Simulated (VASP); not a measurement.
# Li2Se3: relaxation of cell and atoms with PBE

Li2Se3:

```
Li Se
1.0
     4.20712    0.00000    0.00000
    -2.10356    3.64347    0.00000
     0.00000    0.00000    6.54559
Li Se
2 3
Direct
  0.33333 0.66667 0.24500
  0.66667 0.33333 0.75500
  0.00000 0.00000 0.00000
  0.33333 0.66667 0.64500
  0.66667 0.33333 0.35500
```

* Program: VASP 6.6.1
* Task: relaxation of cell and atoms
* Functional: PBE
* Potentials or basis: VASP PAW PBE potentials, release 64 (Li_sv, Se)
* Cutoff: 600 eV
* k mesh: 6 × 6 × 4
* Occupations: gaussian, width 0.1 eV
* Spin: no spin polarisation
* Dipole correction: no
* Further INCAR settings: ALGO = Normal; EDIFF = 1e-06; IBRION = 2; EDIFFG = -0.04; NSW = 90; ISIF = 3

```
Relaxed volume                         : 21.64 Å³/atom
Relaxed cell                           : a = 4.308 Å, b = 4.308 Å, c = 6.733 Å, α = 90.00°, β = 90.00°, γ = 120.00°
Space group after relaxing (to 0.05 Å) : P-3m1 (No. 164)
Energy gained by relaxing              : 190.0 meV/atom
Ionic steps                            : 43
Pressure after relaxing                : 0.0 GPa
Largest force after relaxing           : 0.034 eV/Å
Band gap on the k mesh                 : zero (band 12 reaches 2.61 eV, above the bottom of band 13 at 2.14 eV)
```

Forces on the atoms (eV/Å):
```
Li   0.000  0.000  0.008
Li   0.000  0.000 -0.008
Se   0.000  0.000  0.000
Se   0.000  0.000  0.034
Se   0.000  0.000 -0.034
```

Stress tensor (GPa, compression positive):
```
-0.13  0.00  0.00
 0.00 -0.13  0.00
 0.00  0.00  0.21
```

The path:
```
step  energy change (eV)  largest force (eV/Å)  pressure (GPa)  volume (Å³)
   1              0.0000                0.5836           -0.73       100.33
   3             -0.2238                0.3125            0.88        94.99
   5             -0.2832                0.1550           -0.29        97.35
   7             -0.3091                0.1047           -0.67        97.97
   9             -0.3395                0.0921           -0.21        96.33
  11             -0.3428                0.0464            0.23        95.29
  13             -0.3450                0.0753            0.03        95.66
  15             -0.3472                0.0798           -0.11        95.85
  17             -0.3535                0.0588            0.19        94.99
  19             -0.3705                0.1241           -0.88        97.81
  21             -0.4797                0.7471           -2.18       111.18
  23             -0.6062                0.3834           -2.28       106.29
  25             -0.6065                0.3873           -2.28       106.37
  27             -0.6074                0.4043           -2.26       106.73
  29             -0.6097                0.4035           -2.25       106.68
  31             -0.6201                0.4001           -2.16       106.49
  33             -0.6595                0.3871           -1.83       105.72
  35             -0.7787                0.3335           -0.19       102.62
  37             -0.8158                0.4393            1.56       100.06
  39             -0.9067                0.1604            0.71       102.69
  41             -0.9408                0.2239            0.24       105.79
  43             -0.9501                0.0336           -0.02       108.20
```

Final structure:
```xyz
5
Lattice="4.3077 0.0000 0.0000 -2.1538 3.7306 0.0000 0.0000 0.0000 6.7332" Properties=species:S:1:pos:R:3 pbc="T T T"
Li    0.0000    2.4870    0.7905
Li    2.1538    1.2435    5.9427
Se    0.0000    0.0000    0.0000
Se    0.0000    2.4870    3.7278
Se    2.1538    1.2435    3.0054
```

Levels at points of the mesh, in eV from the Fermi level:
| k point | band 9 | band 10 | band 11 | band 12 | band 13 | band 14 | band 15 | band 16 |
| --- | --- | --- | --- | --- | --- | --- | --- | --- |
| (0.00, 0.00, 0.00) | -0.85 | -0.82 | -0.82 | -0.27 | 0.01 | 0.01 | 3.84 | 5.04 |
| (0.50, 0.00, 0.00) | -2.40 | -2.11 | -1.31 | -0.58 | 1.78 | 2.07 | 4.14 | 6.18 |
| (0.00, 0.00, 0.50) | -1.97 | -0.63 | -0.63 | -0.24 | -0.24 | -0.05 | 4.20 | 4.84 |
| (0.50, 0.00, 0.50) | -2.79 | -1.62 | -1.45 | -0.45 | 1.67 | 2.00 | 4.10 | 5.05 |

Wall time 9.6 min on 1 thread of Intel(R) Xeon(R) 6975P-C (Granite Rapids), on a shared host, peak memory 0.28 GiB.

Caveat: the cutoff is under 1.25 times the usual one of these potentials, so pressure, stress and relaxed cells hold a basis-set (Pulay) error.
